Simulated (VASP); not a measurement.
# Se (Fd-3m) in VASP: further runs

Runs on Se. Level: PBEsol. Tasks: single point.

Program: VASP 6.6.1. These are calculated values, not measurements. Logs are shortened: lines on timing, memory, paths and dates and some standing lists are left out, and cuts for length are marked.

### Step 1. The cell of the first run

The structure is cubic, space group Fd-3m (No. 227). Conventional cell: a = 5.471 Å, b = 5.471 Å, c = 5.471 Å, α = 90.00°, β = 90.00°, γ = 90.00°. Se (site symmetry -43m) has 4 Se at 2.37 Å within 3.1 Å.

### Step 2. Single point, PBEsol (volume scaled by 0.68)

INCAR reads:

```
PREC     = Accurate       # precision mode
ENCUT    = 520            # plane-wave cutoff, eV
EDIFF    = 1E-7           # SCF threshold, eV
ISMEAR   = -1             # smearing method
SIGMA    = 0.08           # smearing width, eV
LREAL    = False          # projectors in reciprocal space
LASPH    = True           # aspherical terms in the spheres
NELM     = 80             # most SCF steps
ALGO     = Normal         # electronic algorithm
ISIF     = 2              # what is computed and relaxed
LWAVE    = False          # write WAVECAR
LCHARG   = False          # write CHGCAR
GGA      = PS             # functional
NBANDS   = 13             # bands
```

KPOINTS reads:

```
Automatic mesh
0
Gamma
  11 11 11
```

POSCAR reads:

```
Se
1.0
    0.0000000000      2.7356750739      2.7356750739
    2.7356750739      0.0000000000      2.7356750739
    2.7356750739      2.7356750739      0.0000000000
Se
2
Direct
   -0.1250000000     -0.1250000000     -0.1250000000
    0.1250000000      0.1250000000      0.1250000000
```

Potentials or basis: VASP PAW PBE potentials, release 64 (Se).

Run with:

```
> cat potpaw_PBE.64/Se/POTCAR > POTCAR
> mpirun -np 1 vasp_std > vasp.out
```

OUTCAR:

```text
PREC = Accurate
   ENCUT = 520
   EDIFF = 1E-7
   ISMEAR = -1
   LREAL = False
   LASPH = True
   NELM = 80
   ISIF = 2
   GGA = PS

 ion  position               nearest neighbor table
   1  0.875  0.875  0.875-   2 2.37   2 2.37   2 2.37   2 2.37
   2  0.125  0.125  0.125-   1 2.37   1 2.37   1 2.37   1 2.37

  LATTYP: Found a face centered cubic cell.
 ALAT       =     5.4713501478

  Lattice vectors:

 A1 = (   0.0000000000,   2.7356750739,   2.7356750739)
 A2 = (   2.7356750739,   0.0000000000,   2.7356750739)
 A3 = (   2.7356750739,   2.7356750739,   0.0000000000)

Analysis of symmetry for initial positions (statically):
=====================================================================
 Subroutine PRICEL returns:
 Original cell was already a primitive cell.

 Routine SETGRP: Setting up the symmetry group for a
 face centered cubic supercell.

 Subroutine GETGRP returns: Found 48 space group operations
 (whereof 12 operations were pure point group operations)
 out of a pool of 48 trial point group operations.

The static configuration has the point symmetry D_3d.
 The point group associated with its full space group is O_h .

Analysis of symmetry for dynamics (positions and initial velocities):
=====================================================================
 Subroutine PRICEL returns:
 Original cell was already a primitive cell.

 Routine SETGRP: Setting up the symmetry group for a
 face centered cubic supercell.

 Subroutine GETGRP returns: Found 48 space group operations
 (whereof 12 operations were pure point group operations)
 out of a pool of 48 trial point group operations.

The dynamic configuration has the point symmetry D_3d.
 The point group associated with its full space group is O_h .

 Subroutine INISYM returns: Found 48 space group operations
 (whereof 12 operations are pure point group operations),
 and found     1 'primitive' translations

----------------------------------------------------------------------------------------

                                     Primitive cell

  volume of cell :      40.9471

  direct lattice vectors                    reciprocal lattice vectors
     0.000000000  2.735675074  2.735675074    -0.182770244  0.182770244  0.182770244
     2.735675074  0.000000000  2.735675074     0.182770244 -0.182770244  0.182770244
     2.735675074  2.735675074  0.000000000     0.182770244  0.182770244 -0.182770244

  length of vectors
     3.868828792  3.868828792  3.868828792     0.316567348  0.316567348  0.316567348

  position of ions in fractional coordinates (direct lattice)
     0.875000000  0.875000000  0.875000000
     0.125000000  0.125000000  0.125000000

  ion indices of the primitive-cell ions
   primitive index   ion index
                 1           1
                 2           2

----------------------------------------------------------------------------------------

 KPOINTS: Automatic mesh

Automatic generation of k-mesh.
 Grid dimensions read from file:
 generate k-points for:   11   11   11

 Generating k-lattice:

  Cartesian coordinates                     Fractional coordinates (reciprocal lattice)
    -0.016615477  0.016615477  0.016615477     0.090909091  0.000000000  0.000000000
     0.016615477 -0.016615477  0.016615477     0.000000000  0.090909091  0.000000000
     0.016615477  0.016615477 -0.016615477     0.000000000  0.000000000  0.090909091

  Length of vectors
     0.028778850  0.028778850  0.028778850

  Shift w.r.t. Gamma in fractional coordinates (k-lattice)
     0.000000000  0.000000000  0.000000000

 Subroutine IBZKPT returns following result:
 ===========================================

 Found     56 irreducible k-points:

 Following reciprocal coordinates:
            Coordinates               Weight
  0.000000  0.000000  0.000000      1.000000
  0.090909  0.000000  0.000000      8.000000
  0.181818  0.000000  0.000000      8.000000
  0.272727  0.000000  0.000000      8.000000
  0.363636  0.000000  0.000000      8.000000
  0.454545  0.000000  0.000000      8.000000
[... 16 lines left out ...]
 -0.272727  0.181818  0.000000     24.000000
 -0.181818  0.181818  0.000000     12.000000
 [... further k-points ...]
   k-points           NKPTS =     56   k-points in BZ     NKDIM =     56   number of bands    NBANDS=     13
   number of dos      NEDOS =    301   number of ions     NIONS =      2
   total plane-waves  NPLWV =  27000
   dimension x,y,z NGX =    30 NGY =   30 NGZ =   30
   dimension x,y,z NGXF=    60 NGYF=   60 NGZF=   60
   ions per type =               2
   NGX,Y,Z   is equivalent  to a cutoff of  12.89, 12.89, 12.89 a.u.
   NGXF,Y,Z  is equivalent  to a cutoff of  25.78, 25.78, 25.78 a.u.
 SYSTEM =  unknown system
   PREC   = accura    normal or accurate (medium, high low for compatibility)
   ISTART =      0    job   : 0-new  1-cont  2-samecut
   ICHARG =      2    charge: 1-file 2-atom 10-const
   ISPIN  =      1    spin polarized calculation?
   LNONCOLLINEAR =      F non collinear calculations
   LSORBIT =      F    spin-orbit coupling
   LASPH  =      T    aspherical Exc in radial PAW
   ENCUT  =  520.0 eV  38.22 Ry    6.18 a.u.   7.19  7.19  7.19*2*pi/ulx,y,z
   NELM   =     80;   NELMIN=  2; NELMDL= -5     # of ELM steps
   EDIFF  = 0.1E-06   stopping-criterion for ELM
   LREAL  =      F    real-space projection
   EDIFFG = 0.1E-05   stopping-criterion for IOM
   NSW    =      0    number of steps for IOM
   IBRION =     -1    ionic relax: 0-MD 1-quasi-New 2-CG
   NFREE  =      0    steps in history (QN), initial steepest desc. (CG)
   ISIF   =      2    stress and relaxation
   ISYM   =      2    0-nonsym 1-usesym 2-fastsym
   POTIM  = 0.5000    time-step for ionic-motion
   TEBEG  =    0.0;   TEEND  =   0.0 temperature during run
   PSTRESS=    0.0 pullay stress
   NELECT =      12.0000    total number of electrons
   NUPDOWN=      -1.0000    fix difference up-down
   EMIN   =  10.00;   EMAX   =-10.00  energy-range for DOS
   EFERMI =   0.00;   METHOD = LEGACY
   ISMEAR =    -1;   SIGMA  =   0.08  broadening in eV -4-tet -1-fermi 0-gaus
   EFERMI_NEDOS =   21; number of points for ismear=-14 and -15
   IALGO  =     38    algorithm
   IMIX   =      4    mixing-type and parameters
     AMIX     =   0.40;   BMIX     =  1.00
     AMIX_MAG =   1.60;   BMIX_MAG =  1.00
  volume/ion in A,a.u.               =      20.47       138.16
  Fermi-wavevector in a.u.,A,eV,Ry     =   1.087412  2.054910 16.088407  1.182465
  Thomas-Fermi vector in A             =   2.223571
   LORBIT       =      0    0 simple, 1 ext, 2 COOP (PROOUT), +10 PAW based schemes
   GGA     = PS    functional components
   LHFCALC =     F    Hartree Fock is set to
   AEXX    =    0.0000 exact exchange contribution
   IVDW    =     0    specifies the selected vdW correction
   LEPSILON=     F    determine dielectric tensor
   LRPA    =     F    only Hartree local field effects (RPA)
 non-spin polarized calculation
  energy-cutoff  :      520.00
  volume of cell :       40.95
 maximum number of plane-waves:      1115
 NGX is ok and might be reduce to    30
   NGX = 15   NGY = 15   NGZ = 15

 number of electron      12.0000000 magnetization

 Free energy of the ion-electron system (eV)
  ---------------------------------------------------
  ext. energy  EPLUGINS =         0.00000000
  ---------------------------------------------------
  free energy    TOTEN  =        -5.03940890 eV

  energy without entropy =       -5.00305600  energy(sigma->0) =       -5.02123245

 E-fermi :   6.3330     XC(G=0): -10.2876

 val. band max:        6.3261280913   @ k =  -0.4545   0.0909   0.0000
 cond. band min:       6.3349453647   @ k =  -0.3636   0.2727   0.0909
 fundamental gap:      0.0088172734
 Fermi energy:         6.3330180664

 k-point     1 :       0.0000    0.0000    0.0000
  band No.  band energies     occupation
      1     -12.5197      2.00000
      2      -1.9774      2.00000
      3       1.2901      2.00000
      4       1.2901      2.00000
      5       1.2901      2.00000
      6       4.8418      2.00000
      7       4.8418      2.00000
      8       4.8418      2.00000
      9      10.5113      0.00000
     10      13.4930      0.00000
     11      13.4930      0.00000
     12      15.9835      0.00000
     13      15.9835      0.00000

 k-point     2 :       0.0909    0.0000    0.0000
  band No.  band energies     occupation
      1     -12.4273      2.00000
      2      -2.5697      2.00000
      3       1.1564      2.00000
      4       1.1564      2.00000
      5       1.5210      2.00000
      6       5.0419      2.00000
      7       5.0419      2.00000
      8       5.0784      2.00000
      9      10.9347      0.00000
     10      13.1113      0.00000
     11      13.1113      0.00000
     12      15.5933      0.00000
     13      16.7408      0.00000

 k-point     3 :       0.1818    0.0000    0.0000
  band No.  band energies     occupation
      1     -12.1567      2.00000
      2      -3.7933      2.00000
      3       0.8542      2.00000
      4       0.8542      2.00000
      5       1.6622      2.00000
      6       5.5009      1.99994
      7       5.5009      1.99994
      8       5.9356      1.98619
      9      11.8854      0.00000
     10      12.6647      0.00000
     11      12.6647      0.00000
     12      15.1075      0.00000
     13      18.3327      0.00000
[... 305 lines left out ...]
 k-point    23 :      -0.2727    0.1818    0.0000
  band No.  band energies     occupation
      1     -11.0894      2.00000
      2      -6.3333      2.00000
      3      -1.2941      2.00000
      4       0.2736      2.00000
      5       3.0180      2.00000
      6       6.5162      0.18403
      7       6.5459      0.13055
      8       7.8905      0.00000
      9      11.9633      0.00000
     10      13.0621      0.00000
     11      14.3650      0.00000
     12      16.6118      0.00000
     13      18.2066      0.00000

 k-point    24 :      -0.1818    0.1818    0.0000
  band No.  band energies     occupation
      1     -11.5798      2.00000
      2      -5.3522      2.00000
      3      -0.7899      2.00000
      4       0.6188      2.00000
      5       2.8076      2.00000
      6       5.9679      1.97938
      7       5.9861      1.97416
      8       7.3407      0.00001
      9      11.7195      0.00000
     10      13.2306      0.00000
     11      13.3893      0.00000
     12      16.7714      0.00000
     13      18.5692      0.00000

 [... further k-points ...]

------------------------ aborting loop because EDIFF is reached ----------------------------------------

  FORCE on cell =-STRESS in cart. coord.  units (eV):
  Direction    XX          YY          ZZ          XY          YZ          ZX
  --------------------------------------------------------------------------------------
  -------------------------------------------------------------------------------------
  Total        9.4052476      9.4052476      9.4052476     -0.0000000     -0.0000000      0.0000000
  in kB      368.0080181    368.0080181    368.0080181     -0.0000000     -0.0000000      0.0000000
  external PRESSURE =     368.0080181 kB  Pullay stress =       0.0000000 kB

 VOLUME and BASIS-vectors are now :
 -----------------------------------------------------------------------------
  energy-cutoff  :      520.00
  volume of cell :       40.95
      direct lattice vectors                 reciprocal lattice vectors
     0.000000000  2.735675074  2.735675074    -0.182770244  0.182770244  0.182770244
     2.735675074  0.000000000  2.735675074     0.182770244 -0.182770244  0.182770244
     2.735675074  2.735675074  0.000000000     0.182770244  0.182770244 -0.182770244

 POSITION                                       TOTAL-FORCE (eV/Angst)
 -----------------------------------------------------------------------------------
      4.78743      4.78743      4.78743        -0.000000     -0.000000     -0.000000
      0.68392      0.68392      0.68392         0.000000      0.000000      0.000000
 -----------------------------------------------------------------------------------
    total drift:                               -0.000000      0.000000      0.000000

  FREE ENERGIE OF THE ION-ELECTRON SYSTEM (eV)
  ---------------------------------------------------
  free  energy   TOTEN  =        -5.0394088982 eV

  energy  without entropy=       -5.0030559966  energy(sigma->0) =       -5.02123245
```

It took 25 s on 1 thread of Intel Xeon Platinum 8259CL at 2.50GHz (Skylake/Cascade Lake), shared host; peak memory 0.17 GiB.

Results:

```
Free energy            : -5.0394 eV
Pressure               : 36.8 GPa
Band gap on the k mesh : zero (band 6 reaches 7.18 eV, above the bottom of band 7 at 4.84 eV)
```

Caveat: the PAW data sets were made with another functional, which shifts forces and pressure a little.

[end of part 1 of 2]
